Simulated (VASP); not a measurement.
Wanted: the native input for a VASP 6.6.1 run.

- Task: single point
- Functional: r2SCAN
- Potentials or basis: VASP PAW PBE potentials, release 64 (As, Ga_d)
- Cutoff: 520 eV
- k mesh: 8 × 8 × 8
- Occupations: fermi-dirac, width 0.05 eV
- Spin: no spin polarisation
- Dipole correction: no
- Further INCAR settings: ALGO = Normal; EDIFF = 1e-07; NBANDS = 16

Crystal: GaAs.

```
CELL_PARAMETERS angstrom
0.00000 2.86405 2.86405
2.86405 0.00000 2.86405
2.86405 2.86405 0.00000
ATOMIC_POSITIONS crystal
As 0.75000 0.75000 0.75000
Ga 0.00000 0.00000 0.00000
```

The input as run:

POSCAR

```
GaAs
1.0
    0.0000000000      2.8640496607      2.8640496607
    2.8640496607      0.0000000000      2.8640496607
    2.8640496607      2.8640496607      0.0000000000
As Ga
1 1
Direct
    0.7500000000      0.7500000000      0.7500000000
    0.0000000000      0.0000000000      0.0000000000
```

INCAR.step1

```
PREC = Accurate
ENCUT = 520
ISMEAR = -1
SIGMA = 0.05
LREAL = False
LASPH = True
NELM = 80
NBANDS = 16
GGA = PE
ALGO = Normal
EDIFF = 1E-4
LWAVE = True
LCHARG = False
```

INCAR.step2

```
PREC = Accurate
ENCUT = 520
EDIFF = 1E-7
ISMEAR = -1
SIGMA = 0.05
LREAL = False
LASPH = True
NELM = 80
ALGO = Normal
ISIF = 2
LWAVE = False
LCHARG = False
METAGGA = R2SCAN
LMIXTAU = True
NBANDS = 16
ISTART = 1
```

KPOINTS

```
Automatic mesh
0
Gamma
  8 8 8
```

Potentials or basis: VASP PAW PBE potentials, release 64 (As, Ga_d).

Run with:

```sh
$ cat potpaw_PBE.64/As/POTCAR potpaw_PBE.64/Ga_d/POTCAR > POTCAR
$ cp INCAR.step1 INCAR
$ mpirun -np 1 vasp_std > vasp.out
$ cp INCAR.step2 INCAR
$ mpirun -np 1 vasp_std > vasp.out
```

Results of the run:

```json
{
 "Pressure": "-2.1 GPa",
 "Band gap on the k mesh": "0.68 eV, direct"
}
```

Caveat: the PAW data sets were made with another functional, which shifts forces and pressure a little.

Wall time 81 s on 1 thread of Intel Xeon 6975P-C (shared host), peak memory 0.18 GiB.
